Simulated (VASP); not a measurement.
Input of a VASP 6.6.1 run:

File INCAR:

```
ALGO     = Fast           # electronic algorithm
EDIFF    = 1E-7           # SCF threshold, eV
ENCUT    = 520            # plane-wave cutoff, eV
GGA      = PE             # functional
ISIF     = 2              # what is computed and relaxed
ISMEAR   = 0              # smearing method
IVDW     = 12             # dispersion correction
LASPH    = True           # aspherical terms in the spheres
LCHARG   = True           # write CHGCAR
LELF     = True           # ELF
LREAL    = False          # projectors in reciprocal space
LVHAR    = True         
LWAVE    = False          # write WAVECAR
NBANDS   = 13             # bands
NELM     = 80             # most SCF steps
PREC     = Accurate       # precision mode
SIGMA    = 0.1            # smearing width, eV
```

Contents of KPOINTS:

```
k-points
0
Gamma
  16 16 16
```

File POSCAR:

```
Pb
1.0
   -1.9844366072      1.9844366072      1.9844366072
    1.9844366072     -1.9844366072      1.9844366072
    1.9844366072      1.9844366072     -1.9844366072
Pb
1
Direct
    0.0000000000      0.0000000000      0.0000000000
```

Potentials or basis: VASP PAW PBE potentials, release 64 (Pb_d).

Launch:

```console
$ cat potpaw_PBE.64/Pb_d/POTCAR > POTCAR
$ mpirun -np 1 vasp_std > vasp.out
```

(1) What does it give for the pressure?

(2) Estimate the band gap on the k mesh.

Results:

(1) -1.2 GPa.

(2) zero (band 7 reaches 14.32 eV, above the bottom of band 8 at 5.05 eV).

Caveat: spin-orbit coupling is left out, which moves the levels of the heavy elements; pairwise dispersion overbinds metals, which lowers pressure and volume.
